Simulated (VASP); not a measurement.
# Ge: single point with PBE

Ge:

```xyz
6
Lattice="4.2218 0.0000 0.0000 0.0000 4.2218 0.0000 0.0000 0.0000 7.4257" Properties=species:S:1:pos:R:3 pbc="T T T"
Ge    0.0000    0.0000    1.8564
Ge    0.0000    0.0000    5.5693
Ge    2.8468    1.0396    3.7128
Ge    1.3750    3.1822    3.7128
Ge    3.1822    2.8468    0.0000
Ge    1.0396    1.3750    0.0000
```

The cell was built from a structure type or drawn by symmetry, and may not be a known phase.

* Program: VASP 6.6.1
* Task: single point
* Functional: PBE
* Potentials or basis: VASP PAW PBE potentials, release 64 (Ge_d)
* Cutoff: 520 eV
* k mesh: 10 × 10 × 6
* Occupations: gaussian, width 0.1 eV
* Spin: no spin polarisation
* Dipole correction: no
* Further INCAR settings: ALGO = Normal; EDIFF = 1e-06; NBANDS = 51

```
Pressure               : 0.0 GPa
Band gap on the k mesh : zero (bands 42 and 43 overlap by 0.46 eV)
```

Forces on the atoms (eV/Å):
```
Ge   0.000  0.000  0.000
Ge   0.000  0.000  0.000
Ge   0.000  0.003  0.000
Ge   0.000 -0.003  0.000
Ge  -0.003  0.000  0.000
Ge   0.003  0.000  0.000
```

Levels at points of the mesh, in eV from the Fermi level:
| k point | band 39 | band 40 | band 41 | band 42 | band 43 | band 44 | band 45 | band 46 |
| --- | --- | --- | --- | --- | --- | --- | --- | --- |
| (0.00, 0.00, 0.00) | -1.79 | -1.32 | -0.63 | -0.63 | 0.86 | 1.11 | 1.11 | 1.46 |
| (0.50, 0.00, 0.00) | -1.45 | -0.83 | -0.46 | -0.19 | 0.32 | 0.52 | 1.70 | 1.94 |
| (0.50, 0.50, 0.00) | -3.59 | -2.82 | -2.82 | -1.39 | 1.73 | 2.17 | 3.56 | 3.56 |
| (0.00, 0.00, 0.50) | -1.43 | -1.43 | -1.07 | -1.07 | 2.45 | 2.45 | 2.47 | 2.47 |
| (0.50, 0.00, 0.50) | -1.61 | -1.24 | -1.12 | -0.32 | -0.19 | 1.22 | 1.29 | 1.87 |
| (0.50, 0.50, 0.50) | -3.21 | -3.21 | -1.01 | -1.01 | 0.90 | 0.90 | 1.26 | 1.26 |

Run time: 4.1 min on 1 thread of Intel(R) Xeon(R) 6975P-C (Granite Rapids) (shared host), peak memory 0.56 GiB.

Caveat: semilocal functionals underestimate gaps, so a narrow gap can read as zero.
